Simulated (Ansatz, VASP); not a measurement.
Two plane-wave programs on Hf4F

```
CELL_PARAMETERS angstrom
3.20482 0.00000 0.00000
-1.60241 2.77545 0.00000
0.00000 0.00000 24.52815
ATOMIC_POSITIONS crystal
Hf 0.66667 0.33333 0.16308
Hf 0.33333 0.66667 0.26638
Hf 0.66667 0.33333 0.37330
Hf 0.33333 0.66667 0.47000
F 0.66667 0.33333 0.55520
```

Alike in both runs: task single point; functional PBE; k mesh 9 × 9 × 1; occupations gaussian, width 0.1 eV; no spin polarisation.

|  | VASP | Ansatz |
| --- | --- | --- |
| version | VASP 6.6.1 | Ansatz 0.2.0 |
| potentials or method | VASP PAW PBE potentials, release 64 (Hf_pv, F), cutoff 520 eV | scalar-relativistic, plane waves, PAW |
| valence electrons in the cell | 47 | 111 |

```csv
,VASP,Ansatz,Ansatz less VASP
gap on the k mesh at the Fermi level (eV),none,none,-
rms of the force components (eV/Å),1.471,1.474,+0.0027
```

Atom by atom the forces differ by 0.016 eV/Å (rms over components). A gap of «none» marks a metal or a gap that the smearing closes. With one functional, cell and mesh, what is left measures potentials, basis and numerics. VASP's potentials hold 47 valence electrons a cell and Ansatz's 111, so a difference there can come from the potentials and not from the codes.

Neither program's run includes spin-orbit coupling.
